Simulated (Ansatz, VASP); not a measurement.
PbS in VASP and in Ansatz

File INCAR:

```
SYSTEM = PbS
  PREC = Accurate
  ENCUT = 520
  EDIFF = 1E-8
  ISMEAR = -1
  SIGMA = 0.01
  LREAL = .False.
  LASPH = .True.
  NELM = 80
  ALGO = Normal
  ISIF = 2
  LWAVE = .False.
  LCHARG = .False.
  LEFG = .True.
  NBANDS = 17
```

The input KPOINTS:

```
Automatic mesh
0
Gamma
  8 8 8
  0 0 0
```

Contents of POSCAR:

```
PbS
1.0
   -0.0296500000      2.9501750000      2.9501750000
    2.9501750000     -0.0296500000      2.9501750000
    2.9501750000      2.9501750000     -0.0296500000
Pb S
1 1
Direct
    0.0000000000      0.0000000000      0.0000000000
    0.5000000000      0.5000000000      0.5000000000
```

Input for Ansatz:

```yaml
crystal:
  lattice:
    - [-0.02965, 2.950175, 2.950175]
    - [2.950175, -0.02965, 2.950175]
    - [2.950175, 2.950175, -0.02965]
  atoms:
    - { symbol: Pb, position: [0.0, 0.0, 0.0] }
    - { symbol: S, position: [0.5, 0.5, 0.5] }
kpoints:
  mp_grid: { grid: [8, 8, 8] }
scf:
  occupations: { method: fermi_dirac, width: 0.01 }
hamiltonian:
  xc: lda
  pseudopotentials: { kind: paw }
output:
  forces: true
  stress: true
  eigenvalues: true
  efg: { contact_densities: true }
```

Change from the starting cell: equal xy, yz and zx shear strains of -1 %, PAW files.

Alike in both runs: task electric field gradients; functional LDA; k mesh 8 × 8 × 8; occupations fermi-dirac, width 0.01 eV; no spin polarisation.

|  | VASP | Ansatz |
| --- | --- | --- |
| version | VASP 6.6.1 | Ansatz 0.2.0 |
| potentials or method | VASP PAW LDA potentials, release 64 (Pb_d, S) | PAW with Ansatz's default frozen-core files, scalar-relativistic |
| plane-wave cutoff (eV) | 520 | 420 |
| valence electrons in the cell | 20 | 20 |

Ansatz gave:

| Item | Value |
| --- | --- |
| pressure (GPa) | -2.5 |
| traceless stress, the component that is largest in VASP (GPa) | 0.21 |
| size of Vzz on the site where it differs most (V/Å²) | 4.2 |

Estimate VASP's values.

pressure (GPa): -2.5; traceless stress, the component that is largest in VASP (GPa): 0.21; size of Vzz on the site where it differs most (V/Å²): 2.3.

LDA's correlation is that of Perdew and Zunger in VASP and of Perdew and Wang (1992) in Ansatz.

Spin-orbit coupling is off throughout.
